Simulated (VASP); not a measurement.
Here is a VASP 6.6.1 calculation.

The input INCAR:

```
SYSTEM = Al2Ru
  PREC = Accurate
  ENCUT = 520
  EDIFF = 1E-6
  ISMEAR = -1
  SIGMA = 0.15
  LREAL = .False.
  LASPH = .True.
  NELM = 100
  ALGO = Fast
  ISIF = 2
  LWAVE = .False.
  LCHARG = .False.
  NBANDS = 17
```

Contents of KPOINTS:

```
regular mesh
0
Gamma
  18 18 18
  0 0 0
```

File POSCAR:

```
Al2Ru
1.0
   -1.5509858979      1.5509858979      4.1709706809
    1.5509858979     -1.5509858979      4.1709706809
    1.5509858979      1.5509858979     -4.1709706809
Al Ru
2 1
Direct
    0.6589200178      0.6589200178      0.0000000000
    0.3410799822      0.3410799822      0.0000000000
    0.0000000000      0.0000000000      0.0000000000
```

Potentials or basis: VASP PAW LDA potentials, release 64 (Al, Ru_pv).

Launch:

```sh
$ cat potpaw_LDA.64/Al/POTCAR potpaw_LDA.64/Ru_pv/POTCAR > POTCAR
$ mpirun -np 1 vasp_std > vasp.out
```

Q: Predict the band gap on the k mesh.

A: Zero (bands 10 and 11 overlap by 0.19 eV).

Q: Predict the largest force.

A: 0.018 eV/Å.

Q: What does it give for the pressure?

A: 0.4 GPa.

Forces on the atoms (eV/Å):
```
Al   0.000  0.000  0.018
Al   0.000  0.000 -0.018
Ru   0.000  0.000  0.000
```
